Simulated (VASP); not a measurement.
AlN:

```
CELL_PARAMETERS angstrom
-0.02427 -2.23823 -2.18290
-2.24433 -0.03167 -2.17550
2.20425 2.17595 -4.27925
ATOMIC_POSITIONS crystal
Al 0.49523 0.46878 0.52339
Al 0.94382 0.01472 0.02840
N 0.93406 0.84439 0.35547
N 0.37689 0.42212 0.84274
```

| Quantity | Value |
| --- | --- |
| Program | VASP 6.6.1 |
| Task | relaxation of cell and atoms |
| Functional | PBE |
| Potentials or basis | VASP PAW PBE potentials, release 64 (Al, N) |
| Cutoff | 600 eV |
| k mesh | 6 × 6 × 6 |
| Occupations | gaussian, width 0.1 eV |
| Spin | no spin polarisation |

At the start: pressure 14.8 GPa; volume 10.65 Å³/atom.

How do energy, volume and symmetry change on relaxing?

Over 23 steps the energy falls by 447.4 meV/atom; space group F-43m (No. 216, to 0.05 Å).

The path:
```tsv
step	energy change (eV)	largest force (eV/Å)	pressure (GPa)	volume (Å³)
1	0.0000	8.5165	14.77	42.62
2	-0.0112	2.6633	8.48	48.35
3	-0.1981	2.6138	5.26	47.73
4	-0.4266	2.5380	1.85	47.07
5	-1.2465	2.1646	-5.48	44.89
6	-1.3881	2.0128	-3.06	43.77
7	-1.3991	2.0388	-4.48	44.09
8	-1.4017	2.0244	-4.13	43.99
9	-1.6796	0.8463	-0.72	42.80
10	-1.6863	0.8080	-1.66	42.96
11	-1.7431	0.4729	1.77	42.20
12	-1.7437	0.4181	1.41	42.27
13	-1.7652	0.2956	0.14	42.55
14	-1.7653	0.3149	0.04	42.57
15	-1.7762	0.2385	-0.48	42.69
16	-1.7784	0.3224	-0.80	42.77
17	-1.7863	0.1495	-0.09	42.62
18	-1.7874	0.1702	0.29	42.54
19	-1.7891	0.0671	0.08	42.58
20	-1.7891	0.0586	0.11	42.57
21	-1.7895	0.0266	-0.09	42.62
22	-1.7895	0.0281	-0.09	42.62
23	-1.7896	0.0138	-0.01	42.60
```

Final structure:
```
Al N
1.0
    -0.00021   -2.20134   -2.20053
    -2.19891   -0.00041   -2.20027
     2.19656    2.19819   -4.40582
Al N
2 2
Direct
  0.50042 0.49961 0.49996
  0.99966 0.00033 0.00001
  0.87541 0.87471 0.37502
  0.37450 0.37534 0.87501
```
